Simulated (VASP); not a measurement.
Wanted: the native input for a VASP 6.6.1 run.

```yaml
Task: electric field gradients
Functional: PBE
Potentials_or_basis: VASP PAW PBE potentials, release 64 (Si, O)
Cutoff: 520 eV
k_mesh: 3 × 3 × 3
Occupations: fermi-dirac, width 0.02 eV
Spin: no spin polarisation
Dipole_correction: no
Further_INCAR_settings: LREAL = Auto; ALGO = Normal; EDIFF = 1e-08; NBANDS = 82
```

The structure of SiO2 lies in POSCAR:

```
SiO2
1.0
    4.5081384210     -5.1273102223      0.0000000000
    4.5081384210      5.1273102223      0.0000000000
    0.0000000000      0.0000000000      8.9926986000
Si O
8 16
Direct
    0.3068768900      0.0393005300      0.9095200200
    0.4606994700      0.1931231100      0.5904799800
    0.0393005300      0.3068768900      0.0904799800
    0.1931231100      0.4606994700      0.4095200200
    0.9606994700      0.6931231100      0.9095200200
    0.6931231100      0.9606994700      0.0904799800
    0.8068768900      0.5393005300      0.5904799800
    0.5393005300      0.8068768900      0.4095200200
    0.8078162300      0.8078162300      0.0000000000
    0.6320975800      0.8679024200      0.2500000000
    0.6921837700      0.6921837700      0.5000000000
    0.3331422500      0.6668577500      0.3870059400
    0.1320975800      0.3679024200      0.2500000000
    0.8679024200      0.6320975800      0.7500000000
    0.1921837700      0.1921837700      0.0000000000
    0.3679024200      0.1320975800      0.7500000000
    0.0000000000      0.5000000000      0.0000000000
    0.1668577500      0.8331422500      0.8870059400
    0.6668577500      0.3331422500      0.6129940600
    0.8331422500      0.1668577500      0.1129940600
    0.3078162300      0.3078162300      0.5000000000
    0.5000000000      0.0000000000      0.0000000000
    0.0000000000      0.5000000000      0.5000000000
    0.5000000000      0.0000000000      0.5000000000
```

The input as run:

INCAR

```
  ALGO = Normal
  EDIFF = 1E-8
  ENCUT = 520
  GGA = PE
  ISIF = 2
  ISMEAR = -1
  LASPH = True
  LCHARG = False
  LEFG = True
  LREAL = Auto
  LWAVE = False
  NBANDS = 82
  NELM = 60
  PREC = Accurate
  SIGMA = 0.02
```

KPOINTS

```
k-points
0
Gamma
  3 3 3
```

Potentials or basis: VASP PAW PBE potentials, release 64 (Si, O).

Launch:

```console
$ cat potpaw_PBE.64/Si/POTCAR potpaw_PBE.64/O/POTCAR > POTCAR
$ mpirun -np 1 vasp_std > vasp.out
```

It gave:

The pressure is 3.8 GPa. The largest force is 0.279 eV/Å and the band gap on the k mesh is 5.47 eV, direct.

Caveat: without QUAD_EFG the Cq values of the log hold for a quadrupole moment of 1 mb, not for the nuclei.

Run time: 15 min on 1 thread of AMD EPYC 7R13 Processor (Zen 3) (shared host), peak memory 0.48 GiB.
